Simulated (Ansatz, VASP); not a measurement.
## AlGa2N2: VASP beside Ansatz

```
Al Ga N
1.0
     3.31366    0.00000    0.00000
     0.00000    3.31366    0.00000
     0.00000    0.00000    7.53182
Al Ga N
1 2 2
Direct
  0.50000 0.50000 0.00000
  0.50000 0.50000 0.67246
  0.50000 0.50000 0.32754
  0.00000 0.50000 0.50000
  0.50000 0.00000 0.50000
```

Alike in both runs: functional PBE; k mesh 6 × 6 × 4; occupations gaussian, width 0.1 eV; no spin polarisation.

Ansatz relaxed the structure, and its values are those at the end. VASP's run is a single point on that final structure, the one shown.

|  | VASP | Ansatz |
| --- | --- | --- |
| version | VASP 6.6.1 | Ansatz 0.2.0 |
| potentials or method | VASP PAW PBE potentials, release 64 (Al, Ga_d, N), cutoff 520 eV | scalar-relativistic, plane waves, PAW |
| valence electrons in the cell | 39 | 39 |

Ansatz gave:

```
gap on the k mesh at the Fermi level (eV) : none
pressure (GPa)                            : 0.1
rms of the force components (eV/Å)        : 0.005
```

Question: Which values does VASP return?

Answer: gap on the k mesh at the Fermi level (eV): none; pressure (GPa): 0.2; rms of the force components (eV/Å): 0.029.

A gap of «none» marks a metal or a gap that the smearing closes. With one functional, cell and mesh, what is left measures potentials, basis and numerics.
